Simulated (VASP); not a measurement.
Wanted: the native input for a VASP 6.6.1 run.

* Task: single point
* Functional: LDA
* Potentials or basis: VASP PAW PBE potentials, release 64 (Eu)
* Cutoff: 520 eV
* k mesh: 11 × 11 × 11
* Occupations: methfessel-paxton, width 0.01 eV
* Spin: collinear spin, ferromagnetic start
* Starting moments: [6.925] μB
* Dipole correction: no
* Further INCAR settings: ALGO = Normal; EDIFF = 1e-06; NBANDS = 18

The structure of Eu lies in POSCAR:

```
Eu
1.0
   -2.0544259245      2.0544259245      2.0544259245
    2.0544259245     -2.0544259245      2.0544259245
    2.0544259245      2.0544259245     -2.0544259245
Eu
1
Direct
    0.0000000000      0.0000000000      0.0000000000
```

These files were run (other wordings do the same):

INCAR

```
SYSTEM = Eu
  PREC = Accurate
  ENCUT = 520
  EDIFF = 1E-6
  ISMEAR = 1
  SIGMA = 0.01
  LREAL = .False.
  LASPH = .True.
  NELM = 150
  ALGO = Normal
  ISIF = 2
  LWAVE = .False.
  LCHARG = .False.
  ISPIN = 2
  MAGMOM = 6.925
  LORBIT = 11
  LMAXMIX = 6
  GGA = CA
  NBANDS = 18
```

KPOINTS

```
regular mesh
0
Gamma
  11 11 11
  0 0 0
```

Potentials or basis: VASP PAW PBE potentials, release 64 (Eu).

Command:

```bash
$ cat potpaw_PBE.64/Eu/POTCAR > POTCAR
$ mpirun -np 1 vasp_std > vasp.out
```

It gave:

The pressure is -0.5 GPa. The net moment is 7.08 μB per cell and the site moments are Eu +6.62 μB. The valence electrons inside the program's atomic spheres are Eu 14.71.

Caveat: the PAW data sets were made with another functional, which shifts forces and pressure a little.

Wall time 58 s on 1 thread of Intel(R) Xeon(R) 6975P-C (Granite Rapids), on a shared host, peak memory 0.2 GiB.
